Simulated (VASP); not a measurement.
Wanted: the native input for a VASP 6.6.1 run.

* Task: single point
* Functional: LDA
* Potentials or basis: VASP PAW LDA potentials, release 64 (Na_pv, Au)
* Cutoff: 500 eV
* k mesh: 8 × 8 × 8
* Occupations: gaussian, width 0.1 eV
* Spin: no spin polarisation
* Dipole correction: no
* Further INCAR settings: ALGO = Normal; EDIFF = 1e-06; NBANDS = 34

The structure of Na2Au lies in POSCAR:

```
Na2Au
1.0
   -3.5556162208      3.5556162208      2.7409741057
    3.5556162208     -3.5556162208      2.7409741057
    3.5556162208      3.5556162208     -2.7409741057
Na Au
4 2
Direct
    0.6722747911      0.1722747911      0.8445495822
    0.1722747911      0.3277252089      0.5000000000
    0.3277252089      0.8277252089      0.1554504178
    0.8277252089      0.6722747911      0.5000000000
    0.2500000000      0.2500000000      0.0000000000
    0.7500000000      0.7500000000      0.0000000000
```

These files were run (other wordings do the same):

INCAR

```
SYSTEM = Na2Au
PREC = Accurate ; ENCUT = 500
EDIFF = 1E-6 ; ISMEAR = 0
SIGMA = 0.1 ; LREAL = .False.
LASPH = .True. ; NELM = 120
ALGO = Normal ; ISIF = 2
LWAVE = .False. ; LCHARG = .True.
LELF = .True. ; LVHAR = .True.
NBANDS = 34 ; GGA_COMPAT = .False.
```

KPOINTS

```
regular mesh
0
Gamma
  8 8 8
  0 0 0
```

Potentials or basis: VASP PAW LDA potentials, release 64 (Na_pv, Au).

Launch:

```bash
$ cat potpaw_LDA.64/Na_pv/POTCAR potpaw_LDA.64/Au/POTCAR > POTCAR
$ mpirun -np 1 vasp_std > vasp.out
```

Results of the run:

* Pressure: 0.1 GPa
* Largest force: 0.003 eV/Å
* Band gap on the k mesh: zero (bands 25 and 26 overlap by 2.05 eV)

Caveat: spin-orbit coupling is left out, which moves the levels of the heavy elements.

Run time: 110 s on 1 thread of Intel(R) Xeon(R) 6975P-C (Granite Rapids), on a shared host, peak memory 0.34 GiB.
